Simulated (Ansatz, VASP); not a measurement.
# Two plane-wave programs on TeS2

```
Te S
1.0
     4.49999    0.00000    0.00000
    -2.25000    3.89711    0.00000
     0.00000    0.00000    3.47464
Te S
1 2
Direct
  0.00000 0.00000 0.00000
  0.33333 0.66667 0.50000
  0.66667 0.33333 0.50000
```

Alike in both runs: functional PBE; k mesh 12 × 12 × 14; occupations gaussian, width 0.1 eV; no spin polarisation.

Ansatz relaxed the structure, and its values are those at the end. VASP's run is a single point on that final structure, the one shown.

|  | VASP | Ansatz |
| --- | --- | --- |
| version | VASP 6.6.1 | Ansatz 0.2.0 |
| potentials or method | VASP PAW PBE potentials, release 64 (Te, S), cutoff 520 eV | scalar-relativistic, plane waves, PAW |
| valence electrons in the cell | 18 | 28 |

|  | VASP | Ansatz | Ansatz less VASP |
| --- | --- | --- | --- |
| gap on the k mesh at the Fermi level (eV) | none | none | - |
| pressure (GPa) | -0.2 | 0.0 | +0.17 |

A gap of «none» marks a metal or a gap that the smearing closes. VASP's potentials hold 18 valence electrons a cell and Ansatz's 28, so a difference there can come from the potentials and not from the codes.

Spin-orbit coupling is off throughout.
